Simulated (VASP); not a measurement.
# Ti6S in VASP: a series of runs

Ti6S is run at these levels: PBE; tasks: single point.

Program: VASP 6.6.1. These are calculated values, not measurements. Logs are shortened: lines on timing, memory, paths and dates and some standing lists are left out, and cuts for length are marked.

### Step 1. The cell of the first run

The cell holds a slab with vacuum, 7 atoms: a = 2.832 Å, b = 4.579 Å, c = 22.051 Å, α = 90.00°, β = 90.00°, γ = 90.00°.

### Step 2. Single point, PBE

The input, INCAR:

```
SYSTEM = Ti6S
ALGO = Normal ; DIPOL = 0.5 0.5 0.365
EDIFF = 1E-6 ; ENCUT = 520
GGA = PE ; IDIPOL = 3
ISIF = 2 ; ISMEAR = 0
LASPH = .TRUE. ; LCHARG = .TRUE.
LDIPOL = .TRUE. ; LELF = .TRUE.
LREAL = .FALSE. ; LVACPOTAV = .TRUE.
LVHAR = .TRUE. ; LWAVE = .FALSE.
NBANDS = 48 ; NELM = 60
PREC = Accurate ; SIGMA = 0.1
```

The input, KPOINTS:

```
k-points
0
G
  9 6 1
  0 0 0
```

The input, POSCAR:

```
Ti6S
1.0
    2.8319727860      0.0000000000      0.0000000000
    0.0000000000      4.5793473380      0.0000000000
    0.0000000000      0.0000000000     22.0506909065
Ti S
6 1
Direct
    0.5000000000      0.0000000000      0.1814002118
    0.0000000000      0.5000000000      0.2413504290
    0.5000000000      0.0000000000      0.3013006462
    0.5000000000      0.5000000000      0.3625816208
    0.0000000000      0.0000000000      0.4208167734
    0.5000000000      0.5000000000      0.4784743912
    0.5000000000      0.7000000000      0.5698938818
```

Potentials or basis: VASP PAW PBE potentials, release 64 (Ti_sv, S).

On the command line:

```bash
$ cat potpaw_PBE.64/Ti_sv/POTCAR potpaw_PBE.64/S/POTCAR > POTCAR
$ mpirun -np 1 vasp_std > vasp.out
```

OUTCAR:

```text
SYSTEM = Ti6S
   EDIFF = 1E-6
   ENCUT = 520
   GGA = PE
   ISIF = 2
   ISMEAR = 0
   LASPH = .TRUE.
   LREAL = .FALSE.
   NELM = 60
   PREC = Accurate

 ion  position               nearest neighbor table
   1  0.500  0.000  0.181-   3 2.64
   2  0.000  0.500  0.241-
   3  0.500  0.000  0.301-   1 2.64   4 2.66   4 2.66
   4  0.500  0.500  0.363-   6 2.56   3 2.66   3 2.66
   5  0.000  0.000  0.421-
   6  0.500  0.500  0.478-   7 2.21   4 2.56
   7  0.500  0.700  0.570-   6 2.21

  LATTYP: Found a simple orthorhombic cell.
 ALAT       =     2.8319727860
 B/A-ratio  =     1.6170167173
 C/A-ratio  =     7.7863357358

  Lattice vectors:

 A1 = (   2.8319727860,   0.0000000000,   0.0000000000)
 A2 = (   0.0000000000,   4.5793473380,   0.0000000000)
 A3 = (   0.0000000000,   0.0000000000,  22.0506909065)

Analysis of symmetry for initial positions (statically):
=====================================================================
 Subroutine PRICEL returns:
 Original cell was already a primitive cell.

 Routine SETGRP: Setting up the symmetry group for a
 simple orthorhombic supercell.

 Subroutine GETGRP returns: Found  2 space group operations
 (whereof  2 operations were pure point group operations)
 out of a pool of  8 trial point group operations.

The static configuration has the point symmetry C_1h.

Analysis of symmetry for dynamics (positions and initial velocities):
=====================================================================
 Subroutine PRICEL returns:
 Original cell was already a primitive cell.

 Routine SETGRP: Setting up the symmetry group for a
 simple orthorhombic supercell.

 Subroutine GETGRP returns: Found  2 space group operations
 (whereof  2 operations were pure point group operations)
 out of a pool of  8 trial point group operations.

The dynamic configuration has the point symmetry C_1h.

 Subroutine INISYM returns: Found  2 space group operations
 (whereof  2 operations are pure point group operations),
 and found     1 'primitive' translations

----------------------------------------------------------------------------------------

                                     Primitive cell

  volume of cell :     285.9663

  direct lattice vectors                    reciprocal lattice vectors
     2.831972786  0.000000000  0.000000000     0.353110738  0.000000000  0.000000000
     0.000000000  4.579347338  0.000000000     0.000000000  0.218371730  0.000000000
     0.000000000  0.000000000 22.050690907     0.000000000  0.000000000  0.045350053

  length of vectors
     2.831972786  4.579347338 22.050690907     0.353110738  0.218371730  0.045350053

  position of ions in fractional coordinates (direct lattice)
     0.500000000  0.000000000  0.181400212
     0.000000000  0.500000000  0.241350429
     0.500000000  0.000000000  0.301300646
     0.500000000  0.500000000  0.362581621
     0.000000000  0.000000000  0.420816773
     0.500000000  0.500000000  0.478474391
     0.500000000  0.700000000  0.569893882

  ion indices of the primitive-cell ions
   primitive index   ion index
                 1           1
                 2           2
                 3           3
                 4           4
                 5           5
                 6           6
                 7           7

----------------------------------------------------------------------------------------

 KPOINTS: k-points

Automatic generation of k-mesh.
 Grid dimensions read from file:
 generate k-points for:    9    6    1

 Generating k-lattice:

  Cartesian coordinates                     Fractional coordinates (reciprocal lattice)
     0.039234526  0.000000000  0.000000000     0.111111111  0.000000000  0.000000000
     0.000000000  0.036395288  0.000000000     0.000000000  0.166666667  0.000000000
     0.000000000  0.000000000  0.045350053     0.000000000  0.000000000  1.000000000

  Length of vectors
     0.039234526  0.036395288  0.045350053

  Shift w.r.t. Gamma in fractional coordinates (k-lattice)
     0.000000000  0.000000000  0.000000000

 Subroutine IBZKPT returns following result:
 ===========================================

 Found     20 irreducible k-points:

 Following reciprocal coordinates:
            Coordinates               Weight
  0.000000  0.000000  0.000000      1.000000
  0.111111  0.000000  0.000000      2.000000
  0.222222  0.000000  0.000000      2.000000
  0.333333  0.000000  0.000000      2.000000
  0.444444  0.000000  0.000000      2.000000
  0.000000  0.166667  0.000000      2.000000
[... 12 lines left out ...]
  0.333333  0.500000  0.000000      2.000000
  0.444444  0.500000  0.000000      2.000000
   k-points           NKPTS =     20   k-points in BZ     NKDIM =     20   number of bands    NBANDS=     48
   number of dos      NEDOS =    301   number of ions     NIONS =      7
   total plane-waves  NPLWV = 145152
   dimension x,y,z NGX =    24 NGY =   36 NGZ =  168
   dimension x,y,z NGXF=    48 NGYF=   72 NGZF=  336
   ions per type =               6   1
   NGX,Y,Z   is equivalent  to a cutoff of  14.09, 13.07, 12.67 a.u.
   NGXF,Y,Z  is equivalent  to a cutoff of  28.18, 26.14, 25.33 a.u.
 SYSTEM =  Ti6S
   PREC   = accura    normal or accurate (medium, high low for compatibility)
   ISTART =      0    job   : 0-new  1-cont  2-samecut
   ICHARG =      2    charge: 1-file 2-atom 10-const
   ISPIN  =      1    spin polarized calculation?
   LNONCOLLINEAR =      F non collinear calculations
   LSORBIT =      F    spin-orbit coupling
   LASPH  =      T    aspherical Exc in radial PAW
   ENCUT  =  520.0 eV  38.22 Ry    6.18 a.u.   5.27  8.51 41.00*2*pi/ulx,y,z
   NELM   =     60;   NELMIN=  2; NELMDL= -5     # of ELM steps
   EDIFF  = 0.1E-05   stopping-criterion for ELM
   LREAL  =      F    real-space projection
   EDIFFG = 0.1E-04   stopping-criterion for IOM
   NSW    =      0    number of steps for IOM
   IBRION =     -1    ionic relax: 0-MD 1-quasi-New 2-CG
   NFREE  =      0    steps in history (QN), initial steepest desc. (CG)
   ISIF   =      2    stress and relaxation
   ISYM   =      2    0-nonsym 1-usesym 2-fastsym
   POTIM  = 0.5000    time-step for ionic-motion
   TEBEG  =    0.0;   TEEND  =   0.0 temperature during run
   PSTRESS=    0.0 pullay stress
   NELECT =      78.0000    total number of electrons
   NUPDOWN=      -1.0000    fix difference up-down
   EMIN   =  10.00;   EMAX   =-10.00  energy-range for DOS
   EFERMI =   0.00;   METHOD = LEGACY
   ISMEAR =     0;   SIGMA  =   0.10  broadening in eV -4-tet -1-fermi 0-gaus
   EFERMI_NEDOS =   21; number of points for ismear=-14 and -15
   IALGO  =     38    algorithm
   IMIX   =      4    mixing-type and parameters
     AMIX     =   0.40;   BMIX     =  1.00
     AMIX_MAG =   1.60;   BMIX_MAG =  1.00
  volume/ion in A,a.u.               =      40.85       275.69
  Fermi-wavevector in a.u.,A,eV,Ry     =   1.061699  2.006320 15.336552  1.127205
  Thomas-Fermi vector in A             =   2.197124
   LORBIT       =      0    0 simple, 1 ext, 2 COOP (PROOUT), +10 PAW based schemes
   GGA     = PE    functional components
   LHFCALC =     F    Hartree Fock is set to
   AEXX    =    0.0000 exact exchange contribution
   IVDW    =     0    specifies the selected vdW correction
   LEPSILON=     F    determine dielectric tensor
   LRPA    =     F    only Hartree local field effects (RPA)
 non-spin polarized calculation
 Gauss-broadening in eV      SIGMA  =   0.10
  energy-cutoff  :      520.00
  volume of cell :      285.97
 maximum number of plane-waves:      7748
 NGX is ok and might be reduce to    24
   NGX = 11   NGY = 17   NGZ = 81

 dipolmoment           0.000000      0.000000     -0.054208 electrons x Angstroem

 number of electron      77.9999999 magnetization

 dipolmoment           0.000000      0.000000      0.181264 electrons x Angstroem

 Free energy of the ion-electron system (eV)
  ---------------------------------------------------
  ext. energy  EPLUGINS =         0.00000000
  ---------------------------------------------------
  free energy    TOTEN  =       -48.66953038 eV

  energy without entropy =      -48.62083546  energy(sigma->0) =      -48.64518292

 E-fermi :   0.7514     XC(G=0):  -5.7811

 val. band max:        0.7494266595   @ k =   0.3333   0.0000   0.0000
 cond. band min:       0.7581167146   @ k =   0.2222   0.1667   0.0000
 fundamental gap:      0.0086900551
 Fermi energy:         0.7513839377

 k-point     1 :       0.0000    0.0000    0.0000
  band No.  band energies     occupation
      1     -56.2038      2.00000
      2     -56.0945      2.00000
      3     -56.0584      2.00000
      4     -55.8981      2.00000
      5     -55.8380      2.00000
      6     -55.7324      2.00000
[... 40 lines left out ...]
     47       2.0255      0.00000
     48       2.3449      0.00000

 k-point     2 :       0.1111    0.0000    0.0000
  band No.  band energies     occupation
      1     -56.1966      2.00000
      2     -56.0888      2.00000
      3     -56.0509      2.00000
      4     -55.8929      2.00000
      5     -55.8320      2.00000
      6     -55.7263      2.00000
[... 40 lines left out ...]
     47       1.8660      0.00000
     48       2.1656      0.00000

 k-point     3 :       0.2222    0.0000    0.0000
  band No.  band energies     occupation
      1     -56.1783      2.00000
      2     -56.0744      2.00000
      3     -56.0316      2.00000
      4     -55.8799      2.00000
      5     -55.8168      2.00000
      6     -55.7107      2.00000
[... 40 lines left out ...]
     47       1.9339      0.00000
     48       2.2781      0.00000

 k-point     4 :       0.3333    0.0000    0.0000
  band No.  band energies     occupation
      1     -56.1572      2.00000
      2     -56.0582      2.00000
      3     -56.0092      2.00000
      4     -55.8654      2.00000
      5     -55.7994      2.00000
      6     -55.6930      2.00000
[... 754 lines left out ...]
     47       1.7393      0.00000
     48       1.9638      0.00000

 k-point    19 :       0.3333    0.5000    0.0000
  band No.  band energies     occupation
      1     -56.1549      2.00000
      2     -56.0597      2.00000
      3     -56.0060      2.00000
      4     -55.8650      2.00000
      5     -55.7675      2.00000
      6     -55.7296      2.00000
[... 40 lines left out ...]
     47       1.9030      0.00000
     48       2.1448      0.00000

 k-point    20 :       0.4444    0.5000    0.0000
  band No.  band energies     occupation
      1     -56.1430      2.00000
      2     -56.0478      2.00000
      3     -55.9939      2.00000
      4     -55.8528      2.00000
      5     -55.7556      2.00000
      6     -55.7178      2.00000
[... 40 lines left out ...]
     47       2.0204      0.00000
     48       2.0800      0.00000

------------------------ aborting loop because EDIFF is reached ----------------------------------------

  FORCE on cell =-STRESS in cart. coord.  units (eV):
  Direction    XX          YY          ZZ          XY          YZ          ZX
  --------------------------------------------------------------------------------------
  -------------------------------------------------------------------------------------
  Total       -2.9395157     -3.7642137     -0.8183957      0.0000000      0.6692774      0.0000000
  in kB      -16.4691621    -21.0896799     -4.5852082      0.0000000      3.7497463      0.0000000
  external PRESSURE =     -14.0480168 kB  Pullay stress =       0.0000000 kB

 VOLUME and BASIS-vectors are now :
 -----------------------------------------------------------------------------
  energy-cutoff  :      520.00
  volume of cell :      285.97
      direct lattice vectors                 reciprocal lattice vectors
     2.831972786  0.000000000  0.000000000     0.353110738  0.000000000  0.000000000
     0.000000000  4.579347338  0.000000000     0.000000000  0.218371730  0.000000000
     0.000000000  0.000000000 22.050690907     0.000000000  0.000000000  0.045350053

 POSITION                                       TOTAL-FORCE (eV/Angst)
 -----------------------------------------------------------------------------------
      1.41599      0.00000      4.00000         0.000000      0.016776      0.412658
      0.00000      2.28967      5.32194         0.000000      0.007552     -0.025236
      1.41599      0.00000      6.64389         0.000000     -0.089552     -0.310320
      1.41599      2.28967      7.99518         0.000000      0.094097     -0.070755
      0.00000      0.00000      9.27930         0.000000     -0.253006     -0.303565
      1.41599      2.28967     10.55069         0.000000      0.031547      0.296021
      1.41599      3.20554     12.56655         0.000000      0.192587      0.001198
 -----------------------------------------------------------------------------------
    total drift:                                0.000000      0.000101     -0.000003

  FREE ENERGIE OF THE ION-ELECTRON SYSTEM (eV)
  ---------------------------------------------------
  free  energy   TOTEN  =       -48.6695303781 eV

  energy  without entropy=      -48.6208354582  energy(sigma->0) =      -48.64518292

 vacuum level on the upper side and lower side of the slab         6.695         4.166
```

Run time: 4.4 min. Hardware: 1 thread of Intel Xeon 6975P-C (Granite Rapids), shared host; peak memory 0.47 GiB.

What came out:

* Free energy: -48.6695 eV
* Largest force: 0.413 eV/Å
* Band gap on the k mesh: zero (bands 39 and 40 overlap by 0.32 eV)

Forces in eV/Å, atoms in the order of the input:
```
Ti   0.000  0.017  0.413
Ti   0.000  0.008 -0.025
Ti   0.000 -0.090 -0.310
Ti   0.000  0.094 -0.071
Ti   0.000 -0.253 -0.304
Ti   0.000  0.032  0.296
S    0.000  0.193  0.001
```

### Step 3. Single point, PBE

The input, INCAR:

```
PREC = Accurate
ENCUT = 520
EDIFF = 1E-6
ISMEAR = 0
SIGMA = 0.1
LREAL = F
LASPH = T
NELM = 80
ALGO = Normal
ISIF = 2
LWAVE = F
LCHARG = T
LDIPOL = T
IDIPOL = 3
DIPOL = 0.5 0.5 0.365
GGA = PE
LELF = T
LVHAR = T
LVACPOTAV = T
NBANDS = 48
```

The input, KPOINTS:

```
Automatic mesh
0
Gamma
  9 6 1
```

POSCAR: that of step 2 with these lines changed.

```diff
@@ -14,2 +14,2 @@
     0.5000000000      0.5000000000      0.4784743912
-    0.5000000000      0.7000000000      0.5698938818
+    0.8333333333      0.5000000000      0.5664957877
```

Potentials or basis: VASP PAW PBE potentials, release 64 (Ti_sv, S).

On the command line:

```bash
$ cat potpaw_PBE.64/Ti_sv/POTCAR potpaw_PBE.64/S/POTCAR > POTCAR
$ mpirun -np 1 vasp_std > vasp.out
```

It took 4.9 min on 1 thread of Intel Xeon 6975P-C (Granite Rapids), shared host; peak memory 0.47 GiB.

Results (log left out):

| Item | Value |
| --- | --- |
| Free energy | -49.3014 eV |
| Largest force | 1.095 eV/Å |
| Band gap on the k mesh | zero (bands 39 and 40 overlap by 0.19 eV) |

Forces on the atoms (eV/Å):
```
Ti   0.003  0.000  0.381
Ti   0.000  0.000 -0.047
Ti   0.014  0.000 -0.291
Ti  -0.011  0.000  0.052
Ti  -0.056  0.000 -0.702
Ti  -0.910  0.000  0.610
S    0.959  0.000 -0.002
```

Levels at points of the mesh, in eV from the Fermi level:
| k point | band 35 | band 36 | band 37 | band 38 | band 39 | band 40 | band 41 | band 42 | band 43 | band 44 |
| --- | --- | --- | --- | --- | --- | --- | --- | --- | --- | --- |
| (0.00, 0.00, 0.00) | -0.70 | -0.68 | -0.53 | -0.25 | 0.09 | 0.09 | 0.22 | 0.32 | 0.51 | 0.82 |
| (0.00, 0.50, 0.00) | -0.53 | -0.49 | -0.31 | -0.27 | 0.06 | 0.25 | 0.32 | 0.49 | 0.50 | 0.63 |

### Step 4. Single point, PBE

The input, INCAR:

```
SYSTEM = Ti6S
ALGO = Normal
DIPOL = 0.5 0.5 0.359
EDIFF = 1E-6
ENCUT = 520
GGA = PE
IDIPOL = 3
ISIF = 2
ISMEAR = 0
LASPH = .True.
LCHARG = .False.
LDIPOL = .True.
LREAL = .False.
LWAVE = .False.
NBANDS = 48
NELM = 100
PREC = Accurate
SIGMA = 0.1
```

The input, KPOINTS:

```
k-points
0
Gamma
  9 6 1
  0 0 0
```

POSCAR: that of step 3 with these lines changed.

```diff
@@ -14,2 +14,2 @@
     0.5000000000      0.5000000000      0.4784743912
-    0.8333333333      0.5000000000      0.5664957877
+    0.5000000000      0.9000000000      0.5270888084
```

On the command line:

```bash
$ cat potpaw_PBE.64/Ti_sv/POTCAR potpaw_PBE.64/S/POTCAR > POTCAR
$ mpirun -np 1 vasp_std > vasp.out
```

Run time: 4.7 min. Hardware: 1 thread of Intel Xeon 6975P-C (Granite Rapids), shared host; peak memory 0.46 GiB.

The run converged. Its results:

| Quantity | Value |
| --- | --- |
| Free energy | -49.7828 eV |
| Largest force | 3.114 eV/Å |
| Band gap on the k mesh | zero (bands 39 and 40 overlap by 0.17 eV) |

Forces on the atoms (eV/Å):
```
Ti   0.000 -0.006  0.374
Ti   0.000 -0.012  0.010
Ti   0.000 -0.061 -0.270
Ti   0.000  0.025 -0.215
Ti   0.000 -0.222  0.605
Ti   0.000 -2.839 -0.533
S    0.000  3.114  0.028
```

Levels at points of the mesh, in eV from the Fermi level:
| k point | band 37 | band 38 | band 39 | band 40 | band 41 | band 42 |
| --- | --- | --- | --- | --- | --- | --- |
| (0.00, 0.00, 0.00) | -0.29 | -0.11 | 0.11 | 0.18 | 0.21 | 0.25 |
| (0.00, 0.50, 0.00) | -0.29 | -0.25 | -0.05 | -0.04 | 0.21 | 0.28 |

### Step 5. Single point, PBE

The input, INCAR:

```
SYSTEM = Ti6S
ALGO = Normal ; DIPOL = 0.5 0.5 0.366
EDIFF = 1E-6 ; ENCUT = 520
GGA = PE ; IDIPOL = 3
ISIF = 2 ; ISMEAR = 0
LASPH = .TRUE. ; LCHARG = .TRUE.
LDIPOL = .TRUE. ; LELF = .TRUE.
LREAL = .FALSE. ; LVACPOTAV = .TRUE.
LVHAR = .TRUE. ; LWAVE = .FALSE.
NBANDS = 48 ; NELM = 100
PREC = Accurate ; SIGMA = 0.1
```

The input, KPOINTS:

```
k-points
0
G
  9 6 1
  0 0 0
```

POSCAR: that of step 4 with these lines changed.

```diff
@@ -14,2 +14,2 @@
     0.5000000000      0.5000000000      0.4784743912
-    0.5000000000      0.9000000000      0.5270888084
+    0.5000000000      0.6000000000      0.5762910189
```

On the command line:

```bash
$ cat potpaw_PBE.64/Ti_sv/POTCAR potpaw_PBE.64/S/POTCAR > POTCAR
$ mpirun -np 1 vasp_std > vasp.out
```

Wall time 5.9 min (1 thread of Intel Xeon 6975P-C (Granite Rapids), shared host); peak memory 0.47 GiB.

It converged, with:

```yaml
Free_energy: -48.6260 eV
Largest_force: 0.438 eV/Å
Band_gap_on_the_k_mesh: zero (bands 39 and 40 overlap by 0.37 eV)
```

Forces on the atoms (eV/Å):
```
Ti   0.000  0.010  0.417
Ti   0.000  0.001 -0.022
Ti   0.000 -0.043 -0.303
Ti   0.000  0.061 -0.054
Ti   0.000 -0.148 -0.413
Ti   0.000  0.084  0.388
S    0.000  0.034 -0.013
```

Levels at points of the mesh, in eV from the Fermi level:
| k point | band 36 | band 37 | band 38 | band 39 | band 40 | band 41 | band 42 | band 43 |
| --- | --- | --- | --- | --- | --- | --- | --- | --- |
| (0.00, 0.00, 0.00) | -0.62 | -0.46 | -0.10 | 0.10 | 0.21 | 0.26 | 0.37 | 0.74 |
| (0.00, 0.50, 0.00) | -0.31 | -0.24 | -0.08 | 0.13 | 0.27 | 0.37 | 0.52 | 0.67 |

### Step 6. The runs side by side

| cell | gap on the mesh (eV) | largest force (eV/Å) |
| --- | --- | --- |
| as given, atomic positions A | none | 0.41 |
| as given, atomic positions B | none | 1.10 |
| as given, atomic positions C | none | 3.11 |
| as given, atomic positions D | none | 0.44 |

Alike in all rows: task single point; level PBE; potentials or basis VASP PAW PBE potentials, release 64 (Ti_sv, S); no spin polarisation; k mesh 9 × 6 × 1; cutoff (eV) 520; smearing gaussian 0.1 eV.

Absolute energies hang on the potentials; compare differences alone.
